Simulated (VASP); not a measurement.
## SiO2: single point with LDA

The system is SiO2.

```
Si O
1.0
    -4.19318    4.19318    4.19318
     4.19318   -4.19318    4.19318
     4.19318    4.19318   -4.19318
Si O
8 16
Direct
  0.50000 0.00000 0.78134
  0.28134 0.28134 0.28134
  0.50000 0.00000 0.21866
  0.71866 0.71866 0.71866
  0.78134 0.50000 0.00000
  0.00000 0.21866 0.50000
  0.21866 0.50000 0.00000
  0.00000 0.78134 0.50000
  0.68312 0.93312 0.75000
  0.75000 0.68312 0.93312
  0.81688 0.56688 0.25000
  0.75000 0.18312 0.43312
  0.06688 0.25000 0.31688
  0.50000 0.00000 0.00000
  0.25000 0.81688 0.56688
  0.43312 0.75000 0.18312
  0.31688 0.06688 0.25000
  0.18312 0.43312 0.75000
  0.93312 0.75000 0.68312
  0.50000 0.50000 0.50000
  0.25000 0.31688 0.06688
  0.00000 0.50000 0.00000
  0.00000 0.00000 0.50000
  0.56688 0.25000 0.81688
```

* Program: VASP 6.6.1
* Task: single point
* Functional: LDA
* Potentials or basis: VASP PAW LDA potentials, release 64 (Si, O)
* Cutoff: 520 eV
* k mesh: 4 × 4 × 4
* Occupations: gaussian, width 0.02 eV
* Spin: no spin polarisation

```yaml
Pressure: 0.7 GPa
Largest_force: 0.045 eV/Å
Band_gap_on_the_k_mesh: 5.81 eV (least direct gap 5.88 eV)
```

Forces in eV/Å, atoms in the order of the input:
```
Si  -0.017 -0.017  0.017
Si  -0.017 -0.017 -0.017
Si   0.017  0.017 -0.017
Si   0.017  0.017  0.017
Si   0.017 -0.017 -0.017
Si   0.017 -0.017  0.017
Si  -0.017  0.017  0.017
Si  -0.017  0.017 -0.017
O    0.000  0.000  0.045
O    0.045  0.000  0.000
O    0.000  0.000 -0.045
O    0.045  0.000  0.000
O    0.000 -0.045  0.000
O    0.000  0.000  0.000
O   -0.045  0.000  0.000
O    0.000  0.045  0.000
O    0.000  0.000 -0.045
O    0.000  0.000  0.045
O    0.000  0.045  0.000
O    0.000  0.000  0.000
O   -0.045  0.000  0.000
O    0.000  0.000  0.000
O    0.000  0.000  0.000
O    0.000 -0.045  0.000
```

Levels at points of the mesh, in eV from the valence-band top:
| k point | band 60 | band 61 | band 62 | band 63 | band 64 | band 65 | band 66 | band 67 | band 68 | band 69 |
| --- | --- | --- | --- | --- | --- | --- | --- | --- | --- | --- |
| (0.00, 0.00, 0.00) | -0.37 | -0.37 | -0.06 | -0.06 | -0.06 | 5.81 | 7.77 | 8.32 | 8.32 | 8.53 |
| (0.50, 0.00, 0.00) | -0.30 | -0.18 | -0.18 | -0.07 | -0.07 | 7.43 | 7.43 | 8.69 | 8.69 | 9.04 |
| (0.50, 0.50, 0.50) | -0.05 | -0.05 | 0.00 | 0.00 | 0.00 | 8.26 | 8.26 | 8.26 | 8.39 | 8.39 |

Wall time 3.6 min on 1 thread of Intel(R) Xeon(R) Platinum 8559C (Emerald Rapids), with other jobs on the host, peak memory 0.36 GiB.

A k mesh can miss the band edges.
